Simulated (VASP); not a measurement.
Input of a VASP 6.6.1 run:

The input INCAR:

```
PREC     = Accurate       # precision mode
ENCUT    = 520            # plane-wave cutoff, eV
EDIFF    = 1E-7           # SCF threshold, eV
ISMEAR   = 0              # smearing method
SIGMA    = 0.1            # smearing width, eV
LREAL    = F              # projectors in reciprocal space
LASPH    = T              # aspherical terms in the spheres
NELM     = 60             # most SCF steps
ALGO     = Fast           # electronic algorithm
ISIF     = 2              # what is computed and relaxed
LWAVE    = F              # write WAVECAR
LCHARG   = F              # write CHGCAR
GGA      = PE             # functional
NBANDS   = 24             # bands
```

KPOINTS

```
Automatic mesh
0
Gamma
  6 6 4
```

The input POSCAR:

```
Ta2Ag
1.0
    4.7257803030      0.0000000000      0.0000000000
   -2.3628901515      4.0926457951      0.0000000000
    0.0000000000      0.0000000000      2.8517856649
Ta Ag
2 1
Direct
    0.3333333333      0.6666666667      0.5000000000
    0.6666666667      0.3333333333      0.5000000000
    0.0000000000      0.0000000000      0.0000000000
```

Potentials or basis: VASP PAW PBE potentials, release 64 (Ta_pv, Ag).

Run with:

```sh
$ cat potpaw_PBE.64/Ta_pv/POTCAR potpaw_PBE.64/Ag/POTCAR > POTCAR
$ mpirun -np 1 vasp_std > vasp.out
```

**Question.** Estimate the pressure.

**Answer.** 0.0 GPa.

Caveat: the k points lie up to 0.55 Å⁻¹ apart.
